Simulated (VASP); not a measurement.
# Sr2Hf (P6_3/mmc) in VASP: further runs

The runs below take Sr2Hf through single point, relaxation of cell and atoms, with PBE.

All numbers are computed with VASP 6.6.1; they aren't measurements. Logs are shortened: lines on timing, memory, paths and dates and some standing lists are left out, and cuts for length are marked.

### 1 The cell of the first run

The structure is hexagonal, space group P6_3/mmc (No. 194). Conventional cell: a = 3.676 Å, b = 3.676 Å, c = 18.648 Å, α = 90.00°, β = 90.00°, γ = 120.00°. Sr (site symmetry 3m) has 3 Hf at 3.51 Å and 9 Sr at 3.68 to 4.28 Å within 4.6 Å. Hf (site symmetry -6m2) has 6 Sr at 3.51 Å and 6 Hf at 3.68 Å within 4.6 Å.

### 2 Single point, PBE

Input file INCAR:

```
SYSTEM = Sr2Hf
PREC = Accurate ; ENCUT = 520
EDIFF = 1E-7 ; ISMEAR = 0
SIGMA = 0.1 ; LREAL = .FALSE.
LASPH = .TRUE. ; NELM = 100
ALGO = Fast ; ISIF = 2
LWAVE = .FALSE. ; LCHARG = .TRUE.
GGA = PE ; LELF = .TRUE.
LVHAR = .TRUE. ; NBANDS = 39
```

Input file KPOINTS:

```
regular mesh
0
G
  6 6 2
  0 0 0
```

Input file POSCAR:

```
Sr2Hf
1.0
    3.6755143949      0.0000000000      0.0000000000
   -1.8377571974      3.1830888380      0.0000000000
    0.0000000000      0.0000000000     18.6484870949
Sr Hf
4 2
Direct
    0.3333333333      0.6666666667      0.5997961071
    0.6666666667      0.3333333333      0.0997961071
    0.3333333333      0.6666666667      0.9002038929
    0.6666666667      0.3333333333      0.4002038929
    0.3333333333      0.6666666667      0.2500000000
    0.6666666667      0.3333333333      0.7500000000
```

Potentials or basis: VASP PAW PBE potentials, release 64 (Sr_sv, Hf_pv).

Launch:

```sh
> cat potpaw_PBE.64/Sr_sv/POTCAR potpaw_PBE.64/Hf_pv/POTCAR > POTCAR
> mpirun -np 1 vasp_std > vasp.out
```

OUTCAR:

```text
SYSTEM = Sr2Hf
   PREC = Accurate
   ENCUT = 520
   EDIFF = 1E-7
   ISMEAR = 0
   LREAL = .FALSE.
   LASPH = .TRUE.
   NELM = 100
   ISIF = 2
   GGA = PE

 ion  position               nearest neighbor table
   1  0.333  0.667  0.600-   6 3.51   6 3.51   6 3.51   4 4.28   4 4.28   4 4.28
   2  0.667  0.333  0.100-   5 3.51   5 3.51   5 3.51   3 4.28   3 4.28   3 4.28
   3  0.333  0.667  0.900-   6 3.51   6 3.51   6 3.51   2 4.28   2 4.28   2 4.28
   4  0.667  0.333  0.400-   5 3.51   5 3.51   5 3.51   1 4.28   1 4.28   1 4.28
   5  0.333  0.667  0.250-   2 3.51   4 3.51   2 3.51   4 3.51   2 3.51   4 3.51
   6  0.667  0.333  0.750-   1 3.51   3 3.51   1 3.51   3 3.51   1 3.51   3 3.51

  LATTYP: Found a hexagonal cell.
 ALAT       =     3.6755143949
 C/A-ratio  =     5.0737080831

  Lattice vectors:

 A1 = (   3.6755143949,   0.0000000000,   0.0000000000)
 A2 = (  -1.8377571974,   3.1830888380,   0.0000000000)
 A3 = (   0.0000000000,   0.0000000000,  18.6484870949)

Analysis of symmetry for initial positions (statically):
=====================================================================
 Subroutine PRICEL returns:
 Original cell was already a primitive cell.

 Routine SETGRP: Setting up the symmetry group for a
 hexagonal supercell.

 Subroutine GETGRP returns: Found 24 space group operations
 (whereof 12 operations were pure point group operations)
 out of a pool of 24 trial point group operations.

The static configuration has the point symmetry D_3d.
 The point group associated with its full space group is D_6h.

Analysis of symmetry for dynamics (positions and initial velocities):
=====================================================================
 Subroutine PRICEL returns:
 Original cell was already a primitive cell.

 Routine SETGRP: Setting up the symmetry group for a
 hexagonal supercell.

 Subroutine GETGRP returns: Found 24 space group operations
 (whereof 12 operations were pure point group operations)
 out of a pool of 24 trial point group operations.

The dynamic configuration has the point symmetry D_3d.
 The point group associated with its full space group is D_6h.

 Subroutine INISYM returns: Found 24 space group operations
 (whereof 12 operations are pure point group operations),
 and found     1 'primitive' translations

----------------------------------------------------------------------------------------

                                     Primitive cell

  volume of cell :     218.1778

  direct lattice vectors                    reciprocal lattice vectors
     3.675514395  0.000000000  0.000000000     0.272070761  0.157080127  0.000000000
    -1.837757197  3.183088838  0.000000000     0.000000000  0.314160255  0.000000000
     0.000000000  0.000000000 18.648487095     0.000000000  0.000000000  0.053623653

  length of vectors
     3.675514395  3.675514395 18.648487095     0.314160255  0.314160255  0.053623653

  position of ions in fractional coordinates (direct lattice)
     0.333333333  0.666666667  0.599796107
     0.666666667  0.333333333  0.099796107
     0.333333333  0.666666667  0.900203893
     0.666666667  0.333333333  0.400203893
     0.333333333  0.666666667  0.250000000
     0.666666667  0.333333333  0.750000000

  ion indices of the primitive-cell ions
   primitive index   ion index
                 1           1
                 2           2
                 3           3
                 4           4
                 5           5
                 6           6

----------------------------------------------------------------------------------------

 KPOINTS: regular mesh

Automatic generation of k-mesh.
 Grid dimensions read from file:
 generate k-points for:    6    6    2

 Generating k-lattice:

  Cartesian coordinates                     Fractional coordinates (reciprocal lattice)
     0.045345127  0.026180021  0.000000000     0.166666667  0.000000000  0.000000000
     0.000000000  0.052360042  0.000000000     0.000000000  0.166666667  0.000000000
     0.000000000  0.000000000  0.026811826     0.000000000  0.000000000  0.500000000

  Length of vectors
     0.052360042  0.052360042  0.026811826

  Shift w.r.t. Gamma in fractional coordinates (k-lattice)
     0.000000000  0.000000000  0.000000000

 Subroutine IBZKPT returns following result:
 ===========================================

 Found     14 irreducible k-points:

 Following reciprocal coordinates:
            Coordinates               Weight
  0.000000  0.000000  0.000000      1.000000
  0.166667 -0.000000  0.000000      6.000000
  0.333333 -0.000000  0.000000      6.000000
  0.500000 -0.000000  0.000000      3.000000
  0.166667  0.166667  0.000000      6.000000
  0.333333  0.166667  0.000000     12.000000
  0.333333  0.333333  0.000000      2.000000
  0.000000  0.000000  0.500000      1.000000
  0.166667 -0.000000  0.500000      6.000000
  0.333333 -0.000000  0.500000      6.000000
  0.500000 -0.000000  0.500000      3.000000
  0.166667  0.166667  0.500000      6.000000
  0.333333  0.166667  0.500000     12.000000
  0.333333  0.333333  0.500000      2.000000
   k-points           NKPTS =     14   k-points in BZ     NKDIM =     14   number of bands    NBANDS=     39
   number of dos      NEDOS =    301   number of ions     NIONS =      6
   total plane-waves  NPLWV = 109760
   dimension x,y,z NGX =    28 NGY =   28 NGZ =  140
   dimension x,y,z NGXF=    56 NGYF=   56 NGZF=  280
   ions per type =               4   2
   NGX,Y,Z   is equivalent  to a cutoff of  12.66, 12.66, 12.48 a.u.
   NGXF,Y,Z  is equivalent  to a cutoff of  25.33, 25.33, 24.96 a.u.
 SYSTEM =  Sr2Hf
   PREC   = accura    normal or accurate (medium, high low for compatibility)
   ISTART =      0    job   : 0-new  1-cont  2-samecut
   ICHARG =      2    charge: 1-file 2-atom 10-const
   ISPIN  =      1    spin polarized calculation?
   LNONCOLLINEAR =      F non collinear calculations
   LSORBIT =      F    spin-orbit coupling
   LASPH  =      T    aspherical Exc in radial PAW
   ENCUT  =  520.0 eV  38.22 Ry    6.18 a.u.   6.83  6.83 34.67*2*pi/ulx,y,z
   NELM   =    100;   NELMIN=  2; NELMDL= -5     # of ELM steps
   EDIFF  = 0.1E-06   stopping-criterion for ELM
   LREAL  =      F    real-space projection
   EDIFFG = 0.1E-05   stopping-criterion for IOM
   NSW    =      0    number of steps for IOM
   IBRION =     -1    ionic relax: 0-MD 1-quasi-New 2-CG
   NFREE  =      0    steps in history (QN), initial steepest desc. (CG)
   ISIF   =      2    stress and relaxation
   ISYM   =      2    0-nonsym 1-usesym 2-fastsym
   POTIM  = 0.5000    time-step for ionic-motion
   TEBEG  =    0.0;   TEEND  =   0.0 temperature during run
   PSTRESS=    0.0 pullay stress
   NELECT =      60.0000    total number of electrons
   NUPDOWN=      -1.0000    fix difference up-down
   EMIN   =  10.00;   EMAX   =-10.00  energy-range for DOS
   EFERMI =   0.00;   METHOD = LEGACY
   ISMEAR =     0;   SIGMA  =   0.10  broadening in eV -4-tet -1-fermi 0-gaus
   EFERMI_NEDOS =   21; number of points for ismear=-14 and -15
   IALGO  =     68    algorithm
   IMIX   =      4    mixing-type and parameters
     AMIX     =   0.40;   BMIX     =  1.00
     AMIX_MAG =   1.60;   BMIX_MAG =  1.00
  volume/ion in A,a.u.               =      36.36       245.39
  Fermi-wavevector in a.u.,A,eV,Ry     =   1.064605  2.011811 15.420617  1.133383
  Thomas-Fermi vector in A             =   2.200129
   LORBIT       =      0    0 simple, 1 ext, 2 COOP (PROOUT), +10 PAW based schemes
   GGA     = PE    functional components
   LHFCALC =     F    Hartree Fock is set to
   AEXX    =    0.0000 exact exchange contribution
   IVDW    =     0    specifies the selected vdW correction
   LEPSILON=     F    determine dielectric tensor
   LRPA    =     F    only Hartree local field effects (RPA)
 non-spin polarized calculation
 RMM-DIIS sequential band-by-band and
 Gauss-broadening in eV      SIGMA  =   0.10
  energy-cutoff  :      520.00
  volume of cell :      218.18
 maximum number of plane-waves:      5924
 NGX is ok and might be reduce to    28
   NGX = 13   NGY = 13   NGZ = 69

 number of electron      59.9999999 magnetization

 Free energy of the ion-electron system (eV)
  ---------------------------------------------------
  ext. energy  EPLUGINS =         0.00000000
  ---------------------------------------------------
  free energy    TOTEN  =       -22.94989641 eV

  energy without entropy =      -22.91936564  energy(sigma->0) =      -22.93463103

 E-fermi :   2.6662     XC(G=0):  -8.8401

 val. band max:        2.5887019688   @ k =   0.1667  -0.0000   0.0000
 cond. band min:       2.6704677161   @ k =   0.5000  -0.0000   0.5000
 fundamental gap:      0.0817657473
 Fermi energy:         2.6662011516

 k-point     1 :       0.0000    0.0000    0.0000
  band No.  band energies     occupation
      1     -32.9761      2.00000
      2     -32.9753      2.00000
      3     -32.9687      2.00000
      4     -32.9679      2.00000
      5     -28.6503      2.00000
      6     -28.6503      2.00000
[... 31 lines left out ...]
     38       4.6860      0.00000
     39       4.7198      0.00000

 k-point     2 :       0.1667   -0.0000    0.0000
  band No.  band energies     occupation
      1     -32.9586      2.00000
      2     -32.9581      2.00000
      3     -32.9521      2.00000
      4     -32.9516      2.00000
      5     -28.6467      2.00000
      6     -28.6467      2.00000
[... 31 lines left out ...]
     38       4.8458      0.00000
     39       4.8641      0.00000

 k-point     3 :       0.3333   -0.0000    0.0000
  band No.  band energies     occupation
      1     -32.9233      2.00000
      2     -32.9232      2.00000
      3     -32.9191      2.00000
      4     -32.9190      2.00000
      5     -28.6470      2.00000
      6     -28.6470      2.00000
[... 412 lines left out ...]
 k-point    13 :       0.3333    0.1667    0.5000
  band No.  band energies     occupation
      1     -32.9052      2.00000
      2     -32.9052      2.00000
      3     -32.9028      2.00000
      4     -32.9028      2.00000
      5     -28.6616      2.00000
      6     -28.6616      2.00000
[... 31 lines left out ...]
     38       4.1082      0.00000
     39       4.5008      0.00000

 k-point    14 :       0.3333    0.3333    0.5000
  band No.  band energies     occupation
      1     -32.8955      2.00000
      2     -32.8955      2.00000
      3     -32.8953      2.00000
      4     -32.8953      2.00000
      5     -28.6416      2.00000
      6     -28.6416      2.00000
[... 31 lines left out ...]
     38       4.0149      0.00000
     39       4.1277      0.00000

------------------------ aborting loop because EDIFF is reached ----------------------------------------

  FORCE on cell =-STRESS in cart. coord.  units (eV):
  Direction    XX          YY          ZZ          XY          YZ          ZX
  --------------------------------------------------------------------------------------
  -------------------------------------------------------------------------------------
  Total       -0.0372383     -0.0372383     -0.2138470     -0.0000000      0.0000000      0.0000000
  in kB       -0.2734577     -0.2734577     -1.5703743     -0.0000000      0.0000000      0.0000000
  external PRESSURE =      -0.7057633 kB  Pullay stress =       0.0000000 kB

 VOLUME and BASIS-vectors are now :
 -----------------------------------------------------------------------------
  energy-cutoff  :      520.00
  volume of cell :      218.18
      direct lattice vectors                 reciprocal lattice vectors
     3.675514395  0.000000000  0.000000000     0.272070761  0.157080127  0.000000000
    -1.837757197  3.183088838  0.000000000     0.000000000  0.314160255  0.000000000
     0.000000000  0.000000000 18.648487095     0.000000000  0.000000000  0.053623653

 POSITION                                       TOTAL-FORCE (eV/Angst)
 -----------------------------------------------------------------------------------
     -0.00000      2.12206     11.18529         0.000000     -0.000000     -0.005343
      1.83776      1.06103      1.86105        -0.000000      0.000000     -0.005343
     -0.00000      2.12206     16.78744         0.000000      0.000000      0.005343
      1.83776      1.06103      7.46320        -0.000000     -0.000000      0.005343
     -0.00000      2.12206      4.66212         0.000000     -0.000000      0.000000
      1.83776      1.06103     13.98637        -0.000000      0.000000      0.000000
 -----------------------------------------------------------------------------------
    total drift:                               -0.000000      0.000000     -0.000000

  FREE ENERGIE OF THE ION-ELECTRON SYSTEM (eV)
  ---------------------------------------------------
  free  energy   TOTEN  =       -22.9498964098 eV

  energy  without entropy=      -22.9193656404  energy(sigma->0) =      -22.93463103
```

It took 2.8 min on 1 thread of AMD EPYC 9R45 (Zen 5), shared host; peak memory 0.35 GiB.

Results:

```
Free energy            : -22.9499 eV
Pressure               : -0.1 GPa
Largest force          : 0.005 eV/Å
Band gap on the k mesh : zero (band 30 reaches 3.09 eV, above the bottom of band 31 at 2.49 eV)
```

Forces in eV/Å, atoms in the order of the input:
```
Sr   0.000  0.000 -0.005
Sr   0.000  0.000 -0.005
Sr   0.000  0.000  0.005
Sr   0.000  0.000  0.005
Hf   0.000  0.000  0.000
Hf   0.000  0.000  0.000
```

Stress tensor (GPa, compression positive):
```
-0.03  0.00  0.00
 0.00 -0.03  0.00
 0.00  0.00 -0.16
```

Levels at points of the mesh, in eV from the Fermi level:
| k point | band 27 | band 28 | band 29 | band 30 | band 31 | band 32 | band 33 | band 34 |
| --- | --- | --- | --- | --- | --- | --- | --- | --- |
| (0.00, 0.00, 0.00) | -2.14 | -1.63 | 0.04 | 0.42 | 1.21 | 1.21 | 1.22 | 1.22 |
| (0.50, 0.00, 0.00) | -0.94 | -0.80 | -0.30 | -0.27 | -0.18 | 0.29 | 0.60 | 0.80 |
| (0.00, 0.00, 0.50) | -1.79 | -1.79 | 0.20 | 0.20 | 1.22 | 1.22 | 1.22 | 1.22 |
| (0.50, 0.00, 0.50) | -0.81 | -0.81 | -0.28 | -0.28 | 0.00 | 0.00 | 0.75 | 0.75 |

Caveat: spin-orbit coupling is left out, which moves the levels of the heavy elements.

### 3 Relaxation of cell and atoms, PBE

This run uses another cell than the first one, of 26.53 Å³/atom, 0.730 times its volume.

Input file INCAR:

```
PREC = Accurate
ENCUT = 600
EDIFF = 1E-6
ISMEAR = 0
SIGMA = 0.1
LREAL = False
LASPH = True
NELM = 100
ALGO = Fast
ISIF = 3
LWAVE = False
LCHARG = False
GGA = PE
IBRION = 2
NSW = 90
EDIFFG = -0.04
```

Input file KPOINTS:

```
Automatic mesh
0
Gamma
  6 6 2
```

Input file POSCAR:

```
Sr2Hf
1.0
    3.6154980407      0.0000000000      0.0000000000
   -1.8077490203      3.1311131506      0.0000000000
    0.0000000000      0.0000000000     14.0628047728
Sr Hf
4 2
Direct
    0.3333333333      0.6666666667      0.6275000000
    0.6666666667      0.3333333333      0.1275000000
    0.3333333333      0.6666666667      0.8725000000
    0.6666666667      0.3333333333      0.3725000000
    0.3333333333      0.6666666667      0.2500000000
    0.6666666667      0.3333333333      0.7500000000
```

Potentials or basis: VASP PAW PBE potentials, release 64 (Sr_sv, Hf_pv).

Launch:

```sh
> cat potpaw_PBE.64/Sr_sv/POTCAR potpaw_PBE.64/Hf_pv/POTCAR > POTCAR
> mpirun -np 1 vasp_std > vasp.out
```

It took 37 min on 1 thread of Intel Xeon Platinum 8488C (Sapphire Rapids), shared host; peak memory 0.4 GiB.

Results (log left out):

```yaml
Free_energy: -22.9407 eV
Relaxed_volume: 36.36 Å³/atom
Relaxed_cell: a = 3.685 Å, b = 3.685 Å, c = 18.549 Å, α = 90.00°, β = 90.00°, γ = 120.00°
Space_group_after_relaxing_to_0.05_Å: P6_3/mmc (No. 194)
Energy_gained_by_relaxing: 1649.7 meV/atom
Ionic_steps: 14
Pressure_after_relaxing: -0.1 GPa
Largest_force_after_relaxing: 0.005 eV/Å
Band_gap_on_the_k_mesh: zero (band 30 reaches 3.13 eV, above the bottom of band 31 at 2.49 eV)
```

Forces in eV/Å, atoms in the order of the input:
```
Sr   0.000  0.000 -0.005
Sr   0.000  0.000 -0.005
Sr   0.000  0.000  0.005
Sr   0.000  0.000  0.005
Hf   0.000  0.000  0.000
Hf   0.000  0.000  0.000
```

Stress tensor (GPa, compression positive):
```
-0.17  0.00  0.00
 0.00 -0.17  0.00
 0.00  0.00  0.09
```

The path:
```
step  energy change (eV)  largest force (eV/Å)  pressure (GPa)  volume (Å³)
   1              0.0000                5.9167           27.61       159.20
   2             -8.5706                0.0352           -3.74       287.87
   3             -8.9949                0.4858           -1.33       253.97
   4             -9.4450                0.3812           -1.13       244.16
   5             -9.8006                0.2606           -0.40       229.34
   6             -9.8127                0.2269           -0.05       225.13
   7             -9.8142                0.2349           -0.15       226.30
   8             -9.8318                0.2322           -0.06       224.54
   9             -9.8710                0.2012            0.24       219.29
  10             -9.8548                0.0441            1.13       208.93
  11             -9.8812                0.1654            0.55       215.43
  12             -9.8931                0.0950            0.26       216.62
  13             -9.8982                0.0106           -0.14       218.45
  14             -9.8985                0.0046           -0.08       218.15
```

Final structure:
```
CELL_PARAMETERS angstrom
3.68512 0.00000 0.00000
-1.84256 3.19141 0.00000
0.00000 0.00000 18.54888
ATOMIC_POSITIONS crystal
Sr 0.33333 0.66667 0.59960
Sr 0.66667 0.33333 0.09960
Sr 0.33333 0.66667 0.90040
Sr 0.66667 0.33333 0.40040
Hf 0.33333 0.66667 0.25000
Hf 0.66667 0.33333 0.75000
```

Levels at points of the mesh, in eV from the Fermi level:
```tsv
k point	band 27	band 28	band 29	band 30	band 31	band 32	band 33	band 34
(0.00, 0.00, 0.00)	-2.12	-1.62	0.05	0.46	1.20	1.20	1.21	1.21
(0.50, 0.00, 0.00)	-0.93	-0.80	-0.30	-0.27	-0.18	0.30	0.58	0.80
(0.00, 0.00, 0.50)	-1.78	-1.78	0.23	0.23	1.20	1.20	1.20	1.20
(0.50, 0.00, 0.50)	-0.81	-0.81	-0.29	-0.29	0.00	0.00	0.75	0.75
```

Caveat: the volume moved by over 15 % at a fixed basis, so the end points are rough; spin-orbit coupling is left out, which moves the levels of the heavy elements.
